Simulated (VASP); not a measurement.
Crystal: Al3P2.

```xyz
5
Lattice="3.3427 0.0000 0.0000 0.0000 3.3427 0.0000 0.0000 0.0000 7.5421" Properties=species:S:1:pos:R:3 pbc="T T T"
Al    1.6713    1.6713    0.0000
Al    0.0000    0.0000    1.5814
Al    0.0000    0.0000    5.9607
P     0.0000    1.6713    3.7710
P     1.6713    0.0000    3.7710
```

The cell was generated, and may not be a known phase.

- Program: VASP 6.6.1
- Task: relaxation of cell and atoms
- Functional: PBE
- Potentials or basis: VASP PAW PBE potentials, release 64 (Al, P)
- Cutoff: 600 eV
- k mesh: 6 × 6 × 2
- Occupations: gaussian, width 0.1 eV
- Spin: no spin polarisation

At the start: pressure 0.3 GPa; volume 16.85 Å³/atom.

Problem. How do energy, volume and symmetry change on relaxing?

Solution. Over 11 steps the energy falls by 16.3 meV/atom and the volume is 17.02 Å³/atom (+1.0 %); space group P4/mmm (No. 123, to 0.1 Å) before and after.

Step by step:
```
step  energy change (eV)  largest force (eV/Å)  pressure (GPa)  volume (Å³)
   1              0.0000                0.0012            0.34        84.27
   2             -0.0153                0.0081            0.05        84.70
   3             -0.0284                0.1102            0.04        85.07
   4             -0.0607                0.1242           -0.28        85.77
   5             -0.0099                0.3008           -1.93        87.01
   6             -0.0739                0.1742           -0.84        86.18
   7             -0.0765                0.1398            0.30        84.55
   8             -0.0788                0.1584           -0.18        85.20
   9             -0.0806                0.0260            0.43        84.54
  10             -0.0814                0.0416            0.21        84.77
  11             -0.0817                0.0074           -0.10        85.09
```

Final structure:
```
Al P
1.0
     3.45429    0.00000    0.00000
     0.00000    3.45429    0.00000
     0.00000    0.00000    7.13151
Al P
3 2
Direct
  0.50000 0.50000 0.00000
  0.00000 0.00000 0.20650
  0.00000 0.00000 0.79350
  0.00000 0.50000 0.50000
  0.50000 0.00000 0.50000
```

Caveat: the k points lie up to 0.44 Å⁻¹ apart in the final cell, too coarse for converged energies and pressures of a metal.
